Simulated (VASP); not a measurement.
Crystal: CuO.

```
Cu O
1.0
     2.34185   -1.71130    0.00000
    -1.49182   -1.71130   -5.05787
     2.34185    5.13390    0.00000
Cu O
4 4
Cartesian
  0.0059 -0.6953 -4.8382
  3.1860 2.4066 -0.2196
  1.5778 2.0647 -2.6395
  1.6140 -0.3534 -2.4183
  -0.0539 -1.8744 -3.5775
  1.3289 1.3158 -4.0093
  0.1793 -0.6038 -1.7610
  2.5875 -0.5489 -0.7679
```

Base run:

```yaml
Program: VASP 6.6.1
Functional: PBEsol
Potentials_or_basis: VASP PAW PBE potentials, release 64 (Cu, O)
Cutoff: 520 eV
k_mesh: 9 × 5 × 5
Occupations: fermi-dirac, width 0.05 eV
Spin: no spin polarisation
```

Its results: band gap on the k mesh zero (band 34 reaches 5.63 eV, above the bottom of band 35 at 5.38 eV); pressure 48.0 GPa; largest force 15.786 eV/Å.

Q: The run is repeated on the same cell with these changes: functional from PBEsol to PBE. What comes out?

A: Band gap on the k mesh zero (band 34 reaches 5.79 eV, above the bottom of band 35 at 5.53 eV); pressure 56.6 GPa; largest force 16.340 eV/Å.

PBE binds less tightly than PBEsol, so the same cell stands under more pressure.

Caveats: semilocal functionals often make such compounds metallic where correlation or magnetic order opens a gap, which also shifts bond lengths; the PAW data sets were made with another functional, which shifts forces and pressure a little (some runs); forces of over 1 eV/Å act on the atoms, so gaps and moduli don't describe the material at rest (some runs).
